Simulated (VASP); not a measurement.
CuI:

```
Cu I
1.0
     4.14734    0.00000    0.00000
    -2.07367    3.59170    0.00000
     0.00000    0.00000    6.33636
Cu I
2 2
Direct
  0.00000 0.00000 0.00000
  0.00000 0.00000 0.50000
  0.33333 0.66667 0.25000
  0.66667 0.33333 0.75000
```

Base run:

- Program: VASP 6.6.1
- Functional: r2SCAN
- Potentials or basis: VASP PAW PBE potentials, release 64 (Cu, I)
- Cutoff: 520 eV
- k mesh: 6 × 6 × 4
- Occupations: gaussian, width 0.01 eV
- Spin: no spin polarisation

Its results: band gap on the k mesh 0.83 eV (least direct gap 1.30 eV); pressure 0.1 GPa.

**Question.** The run is repeated on the same cell with these changes: functional from r2SCAN to PBE. What comes out?

**Answer.** Band gap on the k mesh 0.49 eV (least direct gap 0.70 eV); pressure 0.6 GPa.

Caveats: spin-orbit coupling is left out, which moves the levels of the heavy elements; the PAW data sets were made with another functional, which shifts forces and pressure a little (at least some runs).

A k mesh can miss the band edges.
